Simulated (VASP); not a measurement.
Here is a VASP 6.6.1 calculation.

INCAR

```
SYSTEM = C
PREC = Accurate
ENCUT = 1300
EDIFF = 1E-6
ISMEAR = 0
SIGMA = 0.01
LREAL = .FALSE.
LASPH = .TRUE.
NELM = 120
ALGO = Normal
ISIF = 2
LWAVE = .FALSE.
LCHARG = .FALSE.
NBANDS = 11
GGA_COMPAT = .FALSE.
```

The input KPOINTS:

```
regular mesh
0
G
  12 12 12
  0 0 0
```

POSCAR

```
C
1.0
    1.7482151194      1.7482151194      0.0000000000
   -1.7482151194      1.7482151194      0.0000000000
    0.0000000000      1.7482151194      1.7706476047
C
2
Direct
    0.5000000000      0.5000000000      0.0000000000
    0.7500000000      0.2500000000      0.5000000000
```

Potentials or basis: VASP PAW LDA potentials, release 64 (C_h).

Run with:

```bash
$ cat potpaw_LDA.64/C_h/POTCAR > POTCAR
$ mpirun -np 1 vasp_std > vasp.out
```

Problem. Predict the band gap on the k mesh.

Solution. 4.08 eV (least direct gap 5.56 eV).

Problem. What does it give for the pressure?

Solution. 9.4 GPa.

Stress tensor (GPa, compression positive):
```
13.54  0.00  0.00
 0.00 13.54  0.00
 0.00  0.00  0.97
```

Caveat: the cell differs from its parent crystal (in-plane strain -0.01, then relaxed in part); the stress differs along the axes, from 1 to 14 GPa. A k mesh can miss the band edges.
